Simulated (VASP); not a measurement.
A run of VASP 6.6.1 is set up as follows.

File INCAR:

```
SYSTEM = Mg
  ALGO = Normal
  EDIFF = 1E-6
  ENCUT = 520
  GGA = PS
  ISIF = 2
  ISMEAR = 0
  LASPH = .True.
  LCHARG = .False.
  LREAL = .False.
  LWAVE = .False.
  NBANDS = 7
  NELM = 60
  PREC = Accurate
  SIGMA = 0.15
```

Contents of KPOINTS:

```
k-points
0
Gamma
  18 18 18
  0 0 0
```

POSCAR

```
Mg
1.0
   -1.7794500000      1.7794500000      1.4943000000
    1.7794500000     -1.7794500000      1.4943000000
    1.7794500000      1.7794500000     -1.4943000000
Mg
1
Direct
    0.0000000000      0.0000000000      0.0000000000
```

Potentials or basis: VASP PAW PBE potentials, release 64 (Mg).

The run is started by

```console
$ cat potpaw_PBE.64/Mg/POTCAR > POTCAR
$ mpirun -np 1 vasp_std > vasp.out
```

Task: Predict the band gap on the k mesh.

Result: Zero (bands 1 and 2 overlap by 4.92 eV).

Task: What does it give for the pressure?

Result: 9.6 GPa.

Stress tensor (GPa, compression positive):
```
 7.82  0.00  0.00
 0.00  7.82  0.00
 0.00  0.00 13.25
```

Caveat: the cell stands under pressure; the PAW data sets were made with another functional, which shifts forces and pressure a little.
